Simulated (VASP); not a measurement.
# AlSi62 (a cell with a defect) in VASP: single point with PBE+D3(BJ)

Aim: the single point of AlSi62 (a cell with a defect) with PBE+D3(BJ).

All numbers are computed with VASP 6.6.1; they aren't measurements. Logs are shortened: lines on timing, memory, paths and dates and some standing lists are left out, and cuts for length are marked.

**1. The cell of the first run**

The cell holds a defect, 63 atoms: a = 10.860 Å, b = 10.860 Å, c = 10.860 Å, α = 90.00°, β = 90.00°, γ = 90.00°.

**2. Single point, PBE+D3(BJ)**

INCAR reads:

```
PREC = Accurate ; ENCUT = 520
EDIFF = 1E-6 ; ISMEAR = 0
SIGMA = 0.05 ; LREAL = Auto
LASPH = T ; NELM = 60
ALGO = Normal ; ISIF = 2
LWAVE = F ; LCHARG = F
GGA = PE ; IVDW = 12
NBANDS = 162 ; NELECT = 252.0
```

KPOINTS reads:

```
regular mesh
0
Gamma
  1 1 1
```

POSCAR reads:

```
AlSi62
1.0
   10.8600000000      0.0000000000      0.0000000000
    0.0000000000     10.8600000000      0.0000000000
    0.0000000000      0.0000000000     10.8600000000
Si Al
62 1
Direct
    0.5018022099     -0.0032505525     -0.0015116943
    0.6229175875      0.1241081031      0.1257081952
    0.7500883978      0.2478733886      0.0006328729
    0.8752075506      0.3751697974      0.1244493554
    0.7500224678     -0.0006864641      0.2486151013
    0.8717297422      0.1288081952      0.3783174954
    0.0013975138     -0.0010511050      0.0019720994
    0.1241061694      0.1263510129      0.1278914365
    0.2519578269      0.2473196133      0.0006226519
    0.3761149171      0.3751744936      0.1233625230
    0.5072798343      0.4954661142     -0.0082719153
    0.6271756906      0.6226820442      0.1202943831
    0.7548976980      0.7397702578     -0.0106573665
    0.8739034991      0.8713724678      0.1215558932
    0.2501673112      0.0001443831      0.2500898711
    0.3717242173      0.1265300184      0.3764518416
    0.4979832413      0.2495946593      0.2500346225
    0.6239773481      0.3750250460      0.3738516575
    0.7503586556      0.5000142726      0.2491844383
    0.8750449355      0.6263010129      0.3740372007
    0.4981895948     -0.0003673112      0.4987110497
    0.6236235727      0.1237778085      0.6247732965
    0.7484162983      0.2578813996      0.5076579190
    0.7505292818     -0.0002886740      0.7499254144
    0.8755032228      0.1232534070      0.8772170350
    0.0034629834      0.5005192449      0.0020041436
    0.1266192449      0.6273327808      0.1268253223
    0.2533464088      0.7486304788     -0.0013804788
    0.3755175875      0.8747681400      0.1247257827
   -0.0017923573      0.2520945672      0.2527834254
    0.1161679558      0.3795524862      0.3828244936
    0.2484448435      0.4992985267      0.2514881215
    0.3756758748      0.6250040516      0.3725773481
    0.5018500000      0.7484646409      0.2464328729
    0.6236166667      0.8756219153      0.3731372007
   -0.0018937385      0.0034530387      0.5019570902
    0.1147232044      0.1348453039      0.6295691529
    0.2454597606      0.2521873849      0.5018781768
    0.3745368324      0.3748698895      0.6248840700
    0.4994550645      0.4997989871      0.4987099448
    0.6346812155      0.6153644567      0.6227498158
    0.7500751381      0.7511490792      0.4979358195
    0.8752992634      0.8749153775      0.6251507366
    0.2472820442      0.0032503683      0.7486291897
    0.3757995396      0.1228427256      0.8747839779
    0.4997897790      0.2489235727      0.7496272560
    0.6383651934      0.3722159300      0.8614278085
    0.8818273481      0.6109340700      0.8609274401
    0.0005668508      0.7520504604      0.2500507366
    0.1239549724      0.8781207182      0.3764015654
   -0.0142291897      0.5032528545      0.5137904236
    0.1260116022      0.6271571823      0.6247801105
    0.2512238490      0.7504726519      0.4972464088
    0.3743127072      0.8749113260      0.6246377532
   -0.0146458564      0.2645278085      0.7554560773
    0.1268141805      0.3745922652      0.8777645488
    0.2497476980      0.4997118785      0.7497627072
    0.3781424494      0.6227610497      0.8727191529
    0.5045872007      0.7449228361      0.7460296501
    0.6272230203      0.8711246777      0.8726501842
    0.0030634438      0.7519930018      0.7504507366
    0.1272491713      0.8765360037      0.8764224678
    0.8221252302      0.4401139042      0.6988673112
```

Potentials or basis: VASP PAW PBE potentials, release 64 (Si, Al).

The run is started by

```
> cat potpaw_PBE.64/Si/POTCAR potpaw_PBE.64/Al/POTCAR > POTCAR
> mpirun -np 1 vasp_gam > vasp.out
```

OUTCAR:

```text
PREC = Accurate
   ENCUT = 520
   EDIFF = 1E-6
   ISMEAR = 0
   LREAL = Auto
   LASPH = T
   NELM = 60
   ISIF = 2
   GGA = PE
   IVDW = 12
   NELECT = 252.0
 IVDW          = 12

 ion  position               nearest neighbor table
   1  0.502  0.997  0.998-  29 2.35   2 2.36  45 2.36  60 2.36
   2  0.623  0.124  0.126-  17 2.35   5 2.35   1 2.36   3 2.36
   3  0.750  0.248  0.001-  25 2.34   2 2.36   4 2.36  47 2.36
   4  0.875  0.375  0.124-  19 2.35  30 2.35  26 2.36   3 2.36
   5  0.750  0.999  0.249-  35 2.35   2 2.35  14 2.38   6 2.39
   6  0.872  0.129  0.378-  30 2.35  36 2.35   5 2.39  23 2.39
[... 54 lines left out ...]
  61  0.003  0.752  0.750-  52 2.34  48 2.35  62 2.35  43 2.36
  62  0.127  0.877  0.876-   7 2.34  44 2.35  61 2.35  28 2.36
  63  0.822  0.440  0.699-  48 2.64  55 2.68  47 2.76  51 2.77  41 2.91  23 2.98

  LATTYP: Found a simple cubic cell.
 ALAT       =    10.8600000000

  Lattice vectors:

 A1 = (  10.8600000000,   0.0000000000,   0.0000000000)
 A2 = (   0.0000000000,  10.8600000000,   0.0000000000)
 A3 = (   0.0000000000,   0.0000000000,  10.8600000000)

Analysis of symmetry for initial positions (statically):
=====================================================================
 Subroutine PRICEL returns:
 Original cell was already a primitive cell.

 Routine SETGRP: Setting up the symmetry group for a
 simple cubic supercell.

 Subroutine GETGRP returns: Found  1 space group operations
 (whereof  1 operations were pure point group operations)
 out of a pool of 48 trial point group operations.

The static configuration has the point symmetry C_1 .

Analysis of symmetry for dynamics (positions and initial velocities):
=====================================================================
 Subroutine PRICEL returns:
 Original cell was already a primitive cell.

 Routine SETGRP: Setting up the symmetry group for a
 simple cubic supercell.

 Subroutine GETGRP returns: Found  1 space group operations
 (whereof  1 operations were pure point group operations)
 out of a pool of 48 trial point group operations.

The dynamic configuration has the point symmetry C_1 .

 Subroutine INISYM returns: Found  1 space group operations
 (whereof  1 operations are pure point group operations),
 and found     1 'primitive' translations

----------------------------------------------------------------------------------------

                                     Primitive cell

  volume of cell :    1280.8241

  direct lattice vectors                    reciprocal lattice vectors
    10.860000000  0.000000000  0.000000000     0.092081031  0.000000000  0.000000000
     0.000000000 10.860000000  0.000000000     0.000000000  0.092081031  0.000000000
     0.000000000  0.000000000 10.860000000     0.000000000  0.000000000  0.092081031

  length of vectors
    10.860000000 10.860000000 10.860000000     0.092081031  0.092081031  0.092081031

  position of ions in fractional coordinates (direct lattice)
     0.501802210  0.996749448  0.998488306
     0.622917587  0.124108103  0.125708195
     0.750088398  0.247873389  0.000632873
     0.875207551  0.375169797  0.124449355
     0.750022468  0.999313536  0.248615101
     0.871729742  0.128808195  0.378317495
[... 55 lines left out ...]
     0.127249171  0.876536004  0.876422468
     0.822125230  0.440113904  0.698867311

  ion indices of the primitive-cell ions
   primitive index   ion index
                 1           1
                 2           2
                 3           3
                 4           4
                 5           5
                 6           6
[... 55 lines left out ...]
                62          62
                63          63

----------------------------------------------------------------------------------------

 KPOINTS: regular mesh

Automatic generation of k-mesh.
 Grid dimensions read from file:
 generate k-points for:    1    1    1

 Generating k-lattice:

  Cartesian coordinates                     Fractional coordinates (reciprocal lattice)
     0.092081031  0.000000000  0.000000000     1.000000000  0.000000000  0.000000000
     0.000000000  0.092081031  0.000000000     0.000000000  1.000000000  0.000000000
     0.000000000  0.000000000  0.092081031     0.000000000  0.000000000  1.000000000

  Length of vectors
     0.092081031  0.092081031  0.092081031

  Shift w.r.t. Gamma in fractional coordinates (k-lattice)
     0.000000000  0.000000000  0.000000000

 Subroutine IBZKPT returns following result:
 ===========================================

 Found      1 irreducible k-points:

 Following reciprocal coordinates:
            Coordinates               Weight
  0.000000  0.000000  0.000000      1.000000
   k-points           NKPTS =      1   k-points in BZ     NKDIM =      1   number of bands    NBANDS=    162
   number of dos      NEDOS =    301   number of ions     NIONS =     63
   total plane-waves  NPLWV = 592704
   dimension x,y,z NGX =    84 NGY =   84 NGZ =   84
   dimension x,y,z NGXF=   168 NGYF=  168 NGZF=  168
   ions per type =              62   1
   NGX,Y,Z   is equivalent  to a cutoff of  12.86, 12.86, 12.86 a.u.
   NGXF,Y,Z  is equivalent  to a cutoff of  25.72, 25.72, 25.72 a.u.
 SYSTEM =  unknown system
   PREC   = accura    normal or accurate (medium, high low for compatibility)
   ISTART =      0    job   : 0-new  1-cont  2-samecut
   ICHARG =      2    charge: 1-file 2-atom 10-const
   ISPIN  =      1    spin polarized calculation?
   LNONCOLLINEAR =      F non collinear calculations
   LSORBIT =      F    spin-orbit coupling
   LASPH  =      T    aspherical Exc in radial PAW
   ENCUT  =  520.0 eV  38.22 Ry    6.18 a.u.  20.19 20.19 20.19*2*pi/ulx,y,z
   NELM   =     60;   NELMIN=  2; NELMDL= -5     # of ELM steps
   EDIFF  = 0.1E-05   stopping-criterion for ELM
   LREAL  =      T    real-space projection
   EDIFFG = 0.1E-04   stopping-criterion for IOM
   NSW    =      0    number of steps for IOM
   IBRION =     -1    ionic relax: 0-MD 1-quasi-New 2-CG
   NFREE  =      0    steps in history (QN), initial steepest desc. (CG)
   ISIF   =      2    stress and relaxation
   ISYM   =      2    0-nonsym 1-usesym 2-fastsym
   POTIM  = 0.5000    time-step for ionic-motion
   TEBEG  =    0.0;   TEEND  =   0.0 temperature during run
   PSTRESS=    0.0 pullay stress
   NELECT =     252.0000    total number of electrons
   NUPDOWN=      -1.0000    fix difference up-down
   EMIN   =  10.00;   EMAX   =-10.00  energy-range for DOS
   EFERMI =   0.00;   METHOD = LEGACY
   ISMEAR =     0;   SIGMA  =   0.05  broadening in eV -4-tet -1-fermi 0-gaus
   EFERMI_NEDOS =   21; number of points for ismear=-14 and -15
   IALGO  =     38    algorithm
   IMIX   =      4    mixing-type and parameters
     AMIX     =   0.40;   BMIX     =  1.00
     AMIX_MAG =   1.60;   BMIX_MAG =  1.00
  volume/ion in A,a.u.               =      20.33       137.20
  Fermi-wavevector in a.u.,A,eV,Ry     =   0.952164  1.799329 12.335269  0.906617
  Thomas-Fermi vector in A             =   2.080702
   LORBIT       =      0    0 simple, 1 ext, 2 COOP (PROOUT), +10 PAW based schemes
   GGA     = PE    functional components
   LHFCALC =     F    Hartree Fock is set to
   AEXX    =    0.0000 exact exchange contribution
   IVDW    =    12    specifies the selected vdW correction
   LEPSILON=     F    determine dielectric tensor
   LRPA    =     F    only Hartree local field effects (RPA)
 non-spin polarized calculation
 Gauss-broadening in eV      SIGMA  =   0.05
  energy-cutoff  :      520.00
  volume of cell :     1280.82
 maximum number of plane-waves:     17229
 NGX is ok and might be reduce to    84
   NGX = 41   NGY = 41   NGZ = 41

 number of electron     251.9999998 magnetization

 Free energy of the ion-electron system (eV)
  ---------------------------------------------------
  ext. energy  EPLUGINS =         0.00000000
  ---------------------------------------------------
  free energy    TOTEN  =      -324.83885577 eV

  energy without entropy =     -324.78251434  energy(sigma->0) =     -324.81068505

 E-fermi :   6.2171     XC(G=0):  -9.3565

 val. band max:        6.2152869075   @ k =   0.0000   0.0000   0.0000
 cond. band min:       6.2189958308   @ k =   0.0000   0.0000   0.0000
 fundamental gap:      0.0037089232
 Fermi energy:         6.2171413663

 k-point     1 :       0.0000    0.0000    0.0000
  band No.  band energies     occupation
      1      -6.1933      2.00000
      2      -5.1483      2.00000
      3      -5.1471      2.00000
      4      -5.1452      2.00000
      5      -5.1433      2.00000
      6      -5.0791      2.00000
[... 130 lines left out ...]
    137       6.9055      0.00000
    138       6.9083      0.00000
 [bands above 138 left out]

------------------------ aborting loop because EDIFF is reached ----------------------------------------

 Edisp (eV)  -19.61116

 E6    (eV) :   -11.4713

 E8    (eV) :    -8.1399

  FORCE on cell =-STRESS in cart. coord.  units (eV):
  Direction    XX          YY          ZZ          XY          YZ          ZX
  --------------------------------------------------------------------------------------
  -------------------------------------------------------------------------------------
  Total       3.09181     3.61310     3.37390     5.43772    -4.95781     6.39171
  in kB       3.86753     4.51962     4.22039     6.80202    -6.20170     7.99536
  external pressure =        4.20 kB  Pullay stress =        0.00 kB

 VOLUME and BASIS-vectors are now :
 -----------------------------------------------------------------------------
  energy-cutoff  :      520.00
  volume of cell :     1280.82
      direct lattice vectors                 reciprocal lattice vectors
    10.860000000  0.000000000  0.000000000     0.092081031  0.000000000  0.000000000
     0.000000000 10.860000000  0.000000000     0.000000000  0.092081031  0.000000000
     0.000000000  0.000000000 10.860000000     0.000000000  0.000000000  0.092081031

 POSITION                                       TOTAL-FORCE (eV/Angst)
 -----------------------------------------------------------------------------------
      5.44957     10.82470     10.84358         0.002158     -0.002923     -0.003246
      6.76489      1.34781      1.36519         0.000298      0.000485      0.001343
      8.14596      2.69191      0.00687         0.000650      0.006045     -0.001153
      9.50475      4.07434      1.35152        -0.000583     -0.001124      0.000891
      8.14524     10.85254      2.69996         0.000693      0.000015      0.001433
      9.46699      1.39886      4.10853        -0.003479      0.005374      0.003682
[... 55 lines left out ...]
      1.38193      9.51918      9.51795         0.001517     -0.002886     -0.004199
      8.92828      4.77964      7.58970        -0.006336     -0.017331      0.014192
 -----------------------------------------------------------------------------------
    total drift:                                0.011416      0.007098     -0.001336

  FREE ENERGIE OF THE ION-ELECTRON SYSTEM (eV)
  ---------------------------------------------------
  free  energy   TOTEN  =      -344.4500157456 eV

  energy  without entropy=     -344.3936743192  energy(sigma->0) =     -344.42184503
```

Run time: 3.2 min. Hardware: 1 thread of AMD EPYC 9R45 (Zen 5), shared host; peak memory 0.99 GiB.

Results:

```yaml
Free_energy: -344.4500 eV
Largest_force: 0.028 eV/Å
Dispersion_energy_per_atom: -0.311 eV
```

Forces in eV/Å, atoms in the order of the input:
```
Si   0.002 -0.003 -0.003
Si   0.000  0.000  0.001
Si   0.001  0.006 -0.001
Si  -0.001 -0.001  0.001
Si   0.001  0.000  0.001
Si  -0.003  0.005  0.004
Si  -0.002 -0.002 -0.002
Si  -0.002  0.000 -0.003
Si   0.001  0.003  0.002
Si   0.001  0.002  0.000
Si   0.004  0.000 -0.003
Si  -0.003  0.000  0.002
Si   0.003  0.001  0.001
Si   0.000  0.002  0.002
Si   0.006  0.002  0.000
Si   0.001 -0.001  0.000
Si   0.004  0.000  0.001
Si   0.006  0.000  0.002
Si  -0.001  0.001 -0.003
Si  -0.008 -0.001 -0.002
Si   0.002 -0.002 -0.002
Si   0.002  0.003  0.003
Si  -0.003 -0.003 -0.007
Si   0.002 -0.001  0.001
Si  -0.004 -0.003 -0.001
Si   0.001 -0.005  0.001
Si   0.000 -0.003 -0.001
Si   0.000 -0.002 -0.002
Si  -0.004  0.001  0.002
Si   0.000  0.002  0.002
Si   0.000  0.000 -0.005
Si   0.002 -0.001 -0.003
Si  -0.001 -0.002  0.000
Si   0.000 -0.002  0.000
Si   0.004 -0.001 -0.002
Si   0.000  0.000  0.000
Si  -0.002  0.004  0.006
Si  -0.001  0.001  0.000
Si   0.004  0.001  0.002
Si   0.004 -0.004  0.004
Si  -0.018  0.021  0.001
Si   0.001 -0.003  0.005
Si  -0.002 -0.001 -0.001
Si  -0.003  0.002 -0.006
Si   0.000  0.000 -0.001
Si   0.001  0.003 -0.003
Si  -0.006 -0.005  0.005
Si  -0.001  0.012  0.007
Si  -0.002 -0.003  0.002
Si  -0.001 -0.004 -0.002
Si   0.014  0.002 -0.018
Si   0.000 -0.001  0.009
Si   0.000  0.003  0.002
Si   0.001  0.000  0.011
Si   0.010 -0.003  0.003
Si   0.001  0.001 -0.005
Si  -0.004 -0.003 -0.002
Si  -0.002  0.000  0.001
Si  -0.001  0.001 -0.006
Si  -0.001  0.001 -0.001
Si  -0.002  0.000 -0.004
Si   0.002 -0.003 -0.004
Al  -0.006 -0.017  0.014
```

Caveat: the k points lie up to 0.58 Å⁻¹ apart; the cell carries a net charge on a neutralising background, which shifts energy and pressure; the cell is charged against a uniform background, so pressure and absolute levels hang on convention.
